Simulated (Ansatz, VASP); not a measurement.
# LiF: VASP beside Ansatz

File INCAR:

```
PREC = Accurate
ENCUT = 520
EDIFF = 1E-7
ISMEAR = 0
SIGMA = 0.05
LREAL = False
LASPH = True
NELM = 100
ALGO = Normal
ISIF = 2
LWAVE = False
LCHARG = False
NBANDS = 18
```

The input KPOINTS:

```
regular mesh
0
Gamma
  9 9 6
```

File POSCAR:

```
LiF
1.0
    3.0801704379      0.0000000000      0.0000000000
   -1.5400852189      2.6675058472      0.0000000000
    0.0000000000      0.0000000000      4.5087534870
Li F
2 2
Direct
    0.3333333333      0.6666666667      0.3559038391
    0.6666666667      0.3333333333      0.8559038391
    0.3333333333      0.6666666667      0.9910195924
    0.6666666667      0.3333333333      0.4910195924
```

Input for Ansatz:

```yaml
crystal:
  lattice:
    - [3.0801704379, 0.0, 0.0]
    - [-1.5400852189, 2.6675058472, 0.0]
    - [0.0, 0.0, 4.508753487]
  atoms:
    - { symbol: Li, position: [0.3333333333, 0.6666666667, 0.3559038391] }
    - { symbol: Li, position: [0.6666666667, 0.3333333333, 0.8559038391] }
    - { symbol: F, position: [0.3333333333, 0.6666666667, 0.9910195924] }
    - { symbol: F, position: [0.6666666667, 0.3333333333, 0.4910195924] }
basis:
  ecutwfc: 520.0
kpoints:
  mp_grid: { grid: [9, 9, 6] }
hamiltonian:
  xc: lda
scf:
  occupations: { method: gaussian, width: 0.05 }
output:
  forces: true
  stress: true
  eigenvalues: true
```

Alike in both runs: task single point; functional LDA; k mesh 9 × 9 × 6; occupations gaussian, width 0.05 eV; no spin polarisation.

|  | VASP | Ansatz |
| --- | --- | --- |
| version | VASP 6.6.1 | Ansatz 0.2.0 |
| potentials or method | VASP PAW LDA potentials, release 64 (Li_sv, F), cutoff 520 eV | scalar-relativistic, plane waves, PAW |
| valence electrons in the cell | 20 | 20 |

|  | VASP | Ansatz | Ansatz less VASP |
| --- | --- | --- | --- |
| gap on the k mesh at the Fermi level (eV) | 7.89 | 7.90 | +0.014 |
| least direct gap on the mesh (eV) | 7.89 | 7.90 | +0.014 |
| rms of the force components (eV/Å) | 0.695 | 0.679 | -0.0159 |

LDA's correlation is that of Perdew and Zunger in VASP and of Perdew and Wang (1992) in Ansatz. Atom by atom the forces differ by 0.016 eV/Å (rms over components).

Noted on VASP's run: the cutoff is short for stress, so the pressure is rough.
